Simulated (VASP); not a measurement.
# Be (P1) in VASP: further runs, part 3 of 4

VASP 6.6.1. The steps go on from the part before.

## (4) Single point, PBE+D3(BJ)

INCAR reads:

```
ALGO = Normal
EDIFF = 1E-6
ENCUT = 520
GGA = PE
ISIF = 2
ISMEAR = -1
IVDW = 12
LASPH = True
LCHARG = False
LREAL = Auto
LWAVE = False
NBANDS = 60
NELM = 80
PREC = Accurate
SIGMA = 0.24
```

KPOINTS reads:

```
k-points
0
Gamma
  2 2 2
```

POSCAR reads:

```
Be
1.0
    6.9826430000      0.0000000000      0.0000000000
   -3.4913210000      6.0471460000      0.0000000000
    0.0000000000      0.0000000000      7.2945340000
Be
36
Direct
    0.0118020762     -0.0200755861      0.0129000701
    0.1084040119      0.1788281613      0.2492140005
    0.0304596677      0.0240278637      0.5423513003
    0.0608628606      0.2289344428      0.7715914409
    0.1353477229      0.3857522210      0.0304063289
    0.1626426257      0.5741882204      0.3882496127
   -0.0394260745      0.2880863138      0.4854730953
    0.1354711697      0.5646134557      0.6968505459
   -0.0207092449      0.6174152236     -0.0294055796
    0.1064344059      0.8387923824      0.2768648415
   -0.0282320488      0.6776419819      0.5316172356
   -0.0413514649      0.8337982910      0.7588284598
    0.4897787141      0.0357027927      0.0539582104
    0.4136799200      0.1214953302      0.2963040545
    0.4037125194      0.0221922871      0.5459567397
    0.3317679494      0.0870493287      0.8016550475
    0.3184837597      0.2429906604      0.0426072454
    0.4096490301      0.4952088142      0.2555200922
    0.2743036413      0.3867774980      0.5784468206
    0.4294755250      0.5514171479      0.8596025462
    0.2743199399      0.7063166657     -0.0149015688
    0.3641174425      0.8242731365      0.2470617040
    0.4631916237      0.7109634859      0.5612558664
    0.4359808770      0.8900066246      0.7919080232
    0.7747725594      0.0188353316     -0.1019256336
    0.8399060855      0.2974130276      0.1747747012
    0.6555187276      0.0593337750      0.3852199469
    0.7054012532      0.2292155671      0.7521796457
    0.6446526336      0.3776161515     -0.0276645499
    0.7759689741      0.5728818190      0.2141877740
    0.6885846772      0.3270799151      0.4770421250
    0.6467103741      0.5024022903      0.6906678343
    0.7301713544      0.7411595487     -0.0333537413
    0.7906231160      0.9397987083      0.1901012457
    0.7596763952      0.7382160113      0.4075243189
    0.7578777353      0.9296451582      0.6369152574
```

Potentials or basis: VASP PAW PBE potentials, release 64 (Be).

On the command line:

```
$ cat potpaw_PBE.64/Be/POTCAR > POTCAR
$ mpirun -np 1 vasp_std > vasp.out
```

OUTCAR:

```text
EDIFF = 1E-6
   ENCUT = 520
   GGA = PE
   ISIF = 2
   ISMEAR = -1
   IVDW = 12
   LASPH = True
   LREAL = Auto
   NELM = 80
   PREC = Accurate
 IVDW          = 12

 ion  position               nearest neighbor table
   1  0.012  0.980  0.013-  33 1.87  34 1.92  25 1.99  17 2.02  12 2.06   2 2.10   4 2.38
   2  0.108  0.179  0.249-  17 1.99  34 2.05   5 2.10   1 2.10  18 2.16   7 2.32   3 2.33  10 2.38
                            14 2.38
   3  0.030  0.024  0.542-  36 1.81  12 1.96   4 2.14   7 2.17  35 2.18  11 2.24  19 2.25   2 2.33

   4  0.061  0.229  0.772-  19 1.94  25 2.02   5 2.11   3 2.14   8 2.20   7 2.30  36 2.32   1 2.38
[... 43 lines left out ...]
  34  0.791  0.940  0.190-   1 1.92  33 2.04   2 2.05  35 2.06  27 2.10  25 2.22  26 2.35
  35  0.760  0.738  0.408-  30 1.86  11 1.95  34 2.06  36 2.15   3 2.18  23 2.28  10 2.36
  36  0.758  0.930  0.637-   3 1.81  23 1.93  25 1.99  12 2.04  35 2.15  27 2.31   4 2.32

  LATTYP: Found a hexagonal cell.
 ALAT       =     6.9826430000
 C/A-ratio  =     1.0446666112

  Lattice vectors:

 A1 = (   6.9826430000,   0.0000000000,   0.0000000000)
 A2 = (  -3.4913210000,   6.0471460000,   0.0000000000)
 A3 = (   0.0000000000,   0.0000000000,   7.2945340000)

Analysis of symmetry for initial positions (statically):
=====================================================================
 Subroutine PRICEL returns:
 Original cell was already a primitive cell.

 Routine SETGRP: Setting up the symmetry group for a
 hexagonal supercell.

 Subroutine GETGRP returns: Found  1 space group operations
 (whereof  1 operations were pure point group operations)
 out of a pool of 24 trial point group operations.

The static configuration has the point symmetry C_1 .

Analysis of symmetry for dynamics (positions and initial velocities):
=====================================================================
 Subroutine PRICEL returns:
 Original cell was already a primitive cell.

 Routine SETGRP: Setting up the symmetry group for a
 hexagonal supercell.

 Subroutine GETGRP returns: Found  1 space group operations
 (whereof  1 operations were pure point group operations)
 out of a pool of 24 trial point group operations.

The dynamic configuration has the point symmetry C_1 .

 Subroutine INISYM returns: Found  1 space group operations
 (whereof  1 operations are pure point group operations),
 and found     1 'primitive' translations

----------------------------------------------------------------------------------------

                                     Primitive cell

  volume of cell :     308.0121

  direct lattice vectors                    reciprocal lattice vectors
     6.982643000  0.000000000  0.000000000     0.143212248  0.082683621  0.000000000
    -3.491321000  6.047146000  0.000000000     0.000000000  0.165367266  0.000000000
     0.000000000  0.000000000  7.294534000     0.000000000  0.000000000  0.137088949

  length of vectors
     6.982643000  6.982642556  7.294534000     0.165367255  0.165367266  0.137088949

  position of ions in fractional coordinates (direct lattice)
     0.011802076  0.979924414  0.012900070
     0.108404012  0.178828161  0.249214000
     0.030459668  0.024027864  0.542351300
     0.060862861  0.228934443  0.771591441
     0.135347723  0.385752221  0.030406329
[... 96 lines left out ...]

 Following reciprocal coordinates:
            Coordinates               Weight
  0.000000  0.000000  0.000000      1.000000
  0.500000  0.000000  0.000000      1.000000
  0.000000  0.500000  0.000000      1.000000
  0.500000  0.500000  0.000000      1.000000
  0.000000  0.000000  0.500000      1.000000
  0.500000  0.000000  0.500000      1.000000
  0.000000  0.500000  0.500000      1.000000
  0.500000  0.500000  0.500000      1.000000
   k-points           NKPTS =      8   k-points in BZ     NKDIM =      8   number of bands    NBANDS=     60
   number of dos      NEDOS =    301   number of ions     NIONS =     36
   total plane-waves  NPLWV = 157464
   dimension x,y,z NGX =    54 NGY =   54 NGZ =   54
   dimension x,y,z NGXF=   108 NGYF=  108 NGZF=  108
   ions per type =              36
   NGX,Y,Z   is equivalent  to a cutoff of  12.86, 12.86, 12.31 a.u.
   NGXF,Y,Z  is equivalent  to a cutoff of  25.71, 25.71, 24.61 a.u.
 SYSTEM =  unknown system
   PREC   = accura    normal or accurate (medium, high low for compatibility)
   ISTART =      0    job   : 0-new  1-cont  2-samecut
   ICHARG =      2    charge: 1-file 2-atom 10-const
   ISPIN  =      1    spin polarized calculation?
   LNONCOLLINEAR =      F non collinear calculations
   LSORBIT =      F    spin-orbit coupling
   LASPH  =      T    aspherical Exc in radial PAW
   ENCUT  =  520.0 eV  38.22 Ry    6.18 a.u.  12.98 12.98 13.56*2*pi/ulx,y,z
   NELM   =     80;   NELMIN=  2; NELMDL= -5     # of ELM steps
   EDIFF  = 0.1E-05   stopping-criterion for ELM
   LREAL  =      T    real-space projection
   EDIFFG = 0.1E-04   stopping-criterion for IOM
   NSW    =      0    number of steps for IOM
[... 5 lines left out ...]
   TEBEG  =    0.0;   TEEND  =   0.0 temperature during run
   PSTRESS=    0.0 pullay stress
   NELECT =      72.0000    total number of electrons
   NUPDOWN=      -1.0000    fix difference up-down
   EMIN   =  10.00;   EMAX   =-10.00  energy-range for DOS
   EFERMI =   0.00;   METHOD = LEGACY
   ISMEAR =    -1;   SIGMA  =   0.24  broadening in eV -4-tet -1-fermi 0-gaus
   EFERMI_NEDOS =   21; number of points for ismear=-14 and -15
   IALGO  =     38    algorithm
   IMIX   =      4    mixing-type and parameters
     AMIX     =   0.40;   BMIX     =  1.00
     AMIX_MAG =   1.60;   BMIX_MAG =  1.00
  volume/ion in A,a.u.               =       8.56        57.74
  Fermi-wavevector in a.u.,A,eV,Ry     =   1.008470  1.905732 13.837289  1.017012
  Thomas-Fermi vector in A             =   2.141339
   LORBIT       =      0    0 simple, 1 ext, 2 COOP (PROOUT), +10 PAW based schemes
   GGA     = PE    functional components
   LHFCALC =     F    Hartree Fock is set to
   AEXX    =    0.0000 exact exchange contribution
   IVDW    =    12    specifies the selected vdW correction
   LEPSILON=     F    determine dielectric tensor
   LRPA    =     F    only Hartree local field effects (RPA)
 non-spin polarized calculation
  energy-cutoff  :      520.00
  volume of cell :      308.01
 maximum number of plane-waves:      8320
 NGX is ok and might be reduce to    54
   NGX = 25   NGY = 25   NGZ = 27

 number of electron      72.0000000 magnetization

 Free energy of the ion-electron system (eV)
  ---------------------------------------------------
  ext. energy  EPLUGINS =         0.00000000
  ---------------------------------------------------
  free energy    TOTEN  =      -118.66618571 eV

  energy without entropy =     -117.14954772  energy(sigma->0) =     -117.90786671

 E-fermi :   5.8193     XC(G=0): -10.2764

 val. band max:        5.8039051475   @ k =   0.5000   0.5000   0.5000
 cond. band min:       5.8534497788   @ k =   0.0000   0.5000   0.5000
 fundamental gap:      0.0495446313
 Fermi energy:         5.8193392135

 k-point     1 :       0.0000    0.0000    0.0000
  band No.  band energies     occupation
      1      -4.5939      2.00000
      2      -2.5648      2.00000
      3      -2.5569      2.00000
      4      -2.0368      2.00000
      5      -1.8176      2.00000
      6      -1.6469      2.00000
[... 397 lines left out ...]
     47       8.3771      0.00005
     48       8.8779      0.00001
 [bands above 48 left out]

------------------------ aborting loop because EDIFF is reached ----------------------------------------

 Edisp (eV)  -11.80097

 E8    (eV) :    -4.0888

  FORCE on cell =-STRESS in cart. coord.  units (eV):
  Direction    XX          YY          ZZ          XY          YZ          ZX
  --------------------------------------------------------------------------------------
  -------------------------------------------------------------------------------------
  Total       9.83347     3.72415    -0.37039    11.65206    -1.01351   -14.00252
  in kB      51.15044    19.37177    -1.92663    60.61016    -5.27192   -72.83647
  external pressure =       22.87 kB  Pullay stress =        0.00 kB

 VOLUME and BASIS-vectors are now :
 -----------------------------------------------------------------------------
  energy-cutoff  :      520.00
  volume of cell :      308.01
      direct lattice vectors                 reciprocal lattice vectors
     6.982643000  0.000000000  0.000000000     0.143212248  0.082683621  0.000000000
    -3.491321000  6.047146000  0.000000000     0.000000000  0.165367266  0.000000000
     0.000000000  0.000000000  7.294534000     0.000000000  0.000000000  0.137088949

 POSITION                                       TOTAL-FORCE (eV/Angst)
 -----------------------------------------------------------------------------------
     -3.33882      5.92575      0.09410         1.576252      0.700553     -0.380433
      0.13260      1.08140      1.81790        -0.047263      0.634398      1.607944
      0.12880      0.14530      3.95620         3.094560      1.343379     -2.147353
     -0.37430      1.38440      5.62840         0.490823     -1.348762     -0.121908
     -0.40170      2.33270      0.22180        -0.847408     -0.249930      0.032221
     -0.86900      3.47220      2.83210         0.485937     -0.280051     -0.322203
[... 28 lines left out ...]
      2.72720      4.46410      2.97270        -1.598425      0.298457      2.007888
      2.04630      5.62170      4.64600        -2.071241      0.621737      0.848448
 -----------------------------------------------------------------------------------
    total drift:                               -0.001704     -0.000304      0.002130

  FREE ENERGIE OF THE ION-ELECTRON SYSTEM (eV)
  ---------------------------------------------------
  free  energy   TOTEN  =      -130.4671553473 eV

  energy  without entropy=     -128.9505173524  energy(sigma->0) =     -129.70883635
```

It took 3.2 min on 1 thread of Intel Xeon 6975P-C (Granite Rapids), shared host; peak memory 0.4 GiB.

Results:

```yaml
Free_energy: -130.4672 eV
Pressure: 2.3 GPa
Largest_force: 3.999 eV/Å
Band_gap_on_the_k_mesh: zero (bands 36 and 37 overlap by 0.51 eV)
Dispersion_energy_per_atom: -0.328 eV
```

Forces in eV/Å, atoms in the order of the input:
```
Be   1.576  0.701 -0.380
Be  -0.047  0.634  1.608
Be   3.095  1.343 -2.147
Be   0.491 -1.349 -0.122
Be  -0.847 -0.250  0.032
Be   0.486 -0.280 -0.322
Be   0.067 -1.314  0.998
Be   0.520  0.309  1.078
Be  -2.262 -1.004  0.105
Be  -2.405  0.716 -0.213
Be   0.058 -0.727 -0.683
Be   0.697  0.180  0.906
Be   0.395  0.814 -1.579
Be  -0.888  2.506 -0.665
Be  -0.498 -1.317  0.459
Be  -1.735  1.791  0.462
Be   0.741  0.293  0.279
Be   0.062  0.977 -0.096
Be   1.146 -0.570 -1.318
Be  -1.221 -0.950 -1.227
Be   1.330  0.515  1.139
Be   2.602 -0.524  1.004
Be  -0.600 -0.044 -1.137
Be   2.804 -0.523 -1.393
Be  -1.079  0.874  1.336
Be  -0.206 -0.295  0.490
Be   1.068 -1.600  0.054
Be   0.434 -0.541 -0.643
Be  -0.844  0.295  0.281
Be   0.136 -0.683 -0.792
Be  -0.803  1.876 -0.699
Be  -0.004  0.690  0.158
Be   0.828 -2.961  0.212
Be  -1.427 -0.501 -0.038
Be  -1.598  0.298  2.008
Be  -2.071  0.622  0.848
```

Caveat: the k points lie up to 0.52 Å⁻¹ apart, too coarse for converged energies and pressures of a metal; forces of over 1 eV/Å act on the atoms, so gaps and moduli don't describe the material at rest.

## (5) Single point, PBE+D3(BJ)

INCAR reads:

```
SYSTEM = Be
PREC = Accurate ; ENCUT = 520
EDIFF = 1E-6 ; ISMEAR = -1
SIGMA = 0.24 ; LREAL = Auto
LASPH = .TRUE. ; NELM = 100
ALGO = Normal ; ISIF = 2
LWAVE = .FALSE. ; LCHARG = .FALSE.
GGA = PE ; IVDW = 12
NBANDS = 60
```

KPOINTS reads:

```
regular mesh
0
G
  2 2 2
  0 0 0
```

POSCAR reads:

```
Be
1.0
    6.9826430000      0.0000000000      0.0000000000
   -3.4913210000      6.0471460000      0.0000000000
    0.0000000000      0.0000000000      7.2945340000
Be
36
Direct
    0.0915196871      0.0101535501     -0.0055932291
    0.0981741451      0.2202361246      0.2572337040
    0.1119758036      0.0247720164      0.5102724862
    0.1036223225      0.1667728876      0.7801046647
    0.0632334655      0.3820149208     -0.0230857790
    0.1571752577      0.5832172731      0.3835611706
    0.0046325725      0.2626362916      0.5090661035
    0.1110550312      0.5896500597      0.7224450527
   -0.0961048604      0.5403210043     -0.0267597629
    0.0465254160      0.8477222147      0.2518049816
   -0.0263089344      0.6752441565      0.5099708905
    0.0353418487      0.7857425635      0.7681093816
    0.4466823521      0.0150153477      0.0743981727
    0.4465781221      0.1933639439      0.2731497310
    0.4181949246      0.0260949545      0.5279432518
    0.3725775204      0.1589014057      0.8041500663
    0.3314255810      0.2768082662      0.0702306686
    0.3753204717      0.5010793521      0.2727658820
    0.3737909059      0.3284855368      0.5436947720
    0.4297221038      0.5687807108      0.8128826324
    0.2573179645      0.7109800226      0.0003975580
    0.4437969979      0.8558582842      0.2754939520
    0.4248541931      0.7182396456      0.5627638448
    0.4911579688      0.8815232839      0.8040129774
    0.7815371745      0.0680817033     -0.0437313748
    0.8308658604      0.2699951349      0.2099380166
    0.6958680609      0.0350578604      0.4739164969
    0.6897442191      0.1977296397      0.6824973329
    0.6028043670      0.3210440099     -0.0368358006
    0.6789683041      0.5260167358      0.1786954451
    0.7200200874      0.3726220601      0.4476639632
    0.7251727844      0.5344173929      0.7051444273
    0.7341836589      0.7132951644     -0.0719991161
    0.8259793498      0.9707554605      0.1808203238
    0.6958994965      0.7305595069      0.3917179631
    0.7786577437      0.8817547980      0.6950820985
```

On the command line:

```
$ cat potpaw_PBE.64/Be/POTCAR > POTCAR
$ mpirun -np 1 vasp_std > vasp.out
```

Wall time 3.1 min (1 thread of Intel Xeon 6975P-C (Granite Rapids), shared host); peak memory 0.4 GiB.

The run converged. Its results:

```
Free energy                : -131.7213 eV
Pressure                   : 0.3 GPa
Largest force              : 4.781 eV/Å
Band gap on the k mesh     : zero (bands 36 and 37 overlap by 0.29 eV)
Dispersion energy per atom : -0.328 eV
```

Forces on the atoms (eV/Å):
```
Be  -1.357 -2.316  0.567
Be   1.132 -0.239  0.099
Be  -0.952 -0.470  0.450
Be  -1.505  1.155 -1.613
Be   2.064 -1.355  0.463
Be  -0.120 -0.851 -1.423
Be   0.019  1.110  0.950
Be   3.239 -2.664 -0.402
Be   0.503  1.543  0.040
Be   0.693 -0.213 -0.090
Be  -0.620  1.162 -0.007
Be  -2.407  4.016  0.965
Be  -0.444  1.044 -2.877
Be  -0.019  0.476  1.902
Be  -1.652 -0.588  0.041
Be   0.212 -1.412 -1.117
Be  -0.276  1.852 -1.802
Be   0.329  0.913 -0.077
Be  -0.177  0.778  0.061
Be  -0.588 -1.910 -0.314
Be  -0.650 -0.722  0.626
Be   0.809 -0.875  1.545
Be   0.824 -0.195 -1.473
Be  -0.948  1.052  0.136
Be  -0.379  0.639 -1.692
Be  -1.430  0.379 -0.482
Be   0.277 -1.355 -1.567
Be   0.549  0.905  2.619
Be   1.814  1.035  0.125
Be   0.487 -0.018  0.762
Be   0.244 -0.214  0.008
Be  -0.329 -0.774 -0.098
Be   0.707  0.861  1.785
Be  -0.362 -2.524  1.228
Be   0.371 -0.229  1.435
Be  -0.058  0.004 -0.773
```

Stress tensor (GPa, compression positive):
```
-1.16  3.97 -0.36
 3.97  1.12  3.16
-0.36  3.16  0.88
```

Levels at points of the mesh, in eV from the Fermi level:
| k point | band 32 | band 33 | band 34 | band 35 | band 36 | band 37 | band 38 | band 39 | band 40 | band 41 |
| --- | --- | --- | --- | --- | --- | --- | --- | --- | --- | --- |
| (0.00, 0.00, 0.00) | -0.56 | -0.37 | -0.16 | -0.08 | 0.10 | 0.33 | 0.50 | 0.62 | 0.79 | 1.09 |
| (0.50, 0.00, 0.00) | -1.10 | -0.85 | -0.83 | -0.59 | -0.32 | -0.19 | 0.24 | 0.39 | 0.62 | 1.17 |
| (0.00, 0.50, 0.00) | -1.26 | -1.13 | -0.92 | -0.75 | 0.02 | 0.31 | 0.59 | 0.76 | 0.95 | 0.99 |
| (0.50, 0.50, 0.00) | -1.14 | -1.06 | -0.81 | -0.75 | -0.42 | 0.09 | 0.58 | 0.65 | 0.85 | 1.27 |
| (0.00, 0.00, 0.50) | -1.38 | -1.06 | -0.97 | -0.48 | -0.31 | 0.20 | 0.36 | 0.53 | 0.97 | 1.20 |
| (0.50, 0.00, 0.50) | -1.27 | -1.02 | -0.84 | -0.59 | -0.38 | 0.63 | 0.79 | 0.90 | 1.16 | 1.28 |
| (0.00, 0.50, 0.50) | -1.14 | -0.82 | -0.63 | -0.41 | -0.22 | 0.05 | 0.27 | 0.66 | 1.12 | 1.45 |
| (0.50, 0.50, 0.50) | -1.11 | -0.79 | -0.70 | -0.54 | -0.31 | 0.39 | 0.43 | 0.68 | 0.99 | 1.05 |

Caveat: the k points lie up to 0.52 Å⁻¹ apart; the atoms stand as in a frame of molecular dynamics; forces of over 1 eV/Å act on the atoms, so gaps and moduli don't describe the material at rest.

[end of part 3 of 4]
